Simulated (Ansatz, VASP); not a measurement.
## One calculation of ZrOF2, two programs

```
CELL_PARAMETERS angstrom
-1.87454 1.87454 3.56540
1.87454 -1.87454 3.56540
1.87454 1.87454 -3.56540
ATOMIC_POSITIONS crystal
Zr 0.75000 0.25000 0.50000
O 0.00000 0.00000 0.00000
F 0.34787 0.34787 0.00000
F 0.65213 0.65213 0.00000
```

Change from the starting cell: species swapped into the TlAgTe2 type (I-4m2, No. 119).

Alike in both runs: functional PBE; k mesh 8 × 8 × 8; occupations gaussian, width 0.1 eV; no spin polarisation.

Ansatz relaxed the structure, and its values are those at the end. VASP's run is a single point on that final structure, the one shown.

```csv
,VASP,Ansatz
version,VASP 6.6.1,Ansatz 0.2.0
potentials or method,"VASP PAW PBE potentials, release 64 (Zr_sv, O, F), cutoff 600 eV","scalar-relativistic, plane waves, PAW"
valence electrons in the cell,32,32
```

VASP gave:

```
gap on the k mesh at the Fermi level (eV) : 2.60
least direct gap on the mesh (eV)         : 2.60
pressure (GPa)                            : 0.4
rms of the force components (eV/Å)        : 0.022
```

Which values does Ansatz return?

gap on the k mesh at the Fermi level (eV): 2.60; least direct gap on the mesh (eV): 2.60; pressure (GPa): 0.2; rms of the force components (eV/Å): 0.010.
